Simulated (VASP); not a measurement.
Input of a VASP 6.6.1 run:

File INCAR:

```
SYSTEM = BrO2
  PREC = Accurate
  ENCUT = 520
  EDIFF = 1E-6
  ISMEAR = -1
  SIGMA = 0.06122561905347299
  LREAL = .FALSE.
  LASPH = .TRUE.
  NELM = 100
  ALGO = Normal
  ISIF = 2
  LWAVE = .FALSE.
  LCHARG = .FALSE.
  GGA = PE
  NBANDS = 16
```

The input KPOINTS:

```
Automatic mesh
0
G
  18 18 18
  0 0 0
```

POSCAR

```
BrO2
1.0
    0.0000000000      2.6969419445      2.6969419445
    2.6969419445      0.0000000000      2.6969419445
    2.6969419445      2.6969419445      0.0000000000
Br O
1 2
Direct
    0.0000000000      0.0000000000      0.0000000000
    0.2500000000      0.2500000000      0.2500000000
    0.7500000000      0.7500000000      0.7500000000
```

Potentials or basis: VASP PAW PBE potentials, release 64 (Br, O).

Run with:

```bash
$ cat potpaw_PBE.64/Br/POTCAR potpaw_PBE.64/O/POTCAR > POTCAR
$ mpirun -np 1 vasp_std > vasp.out
```

(1) Predict the pressure.

Answers

(1) -5.7 GPa.

Caveat: an odd number of electrons without spin polarisation forces a metal; a magnetic or distorted state may lie lower.
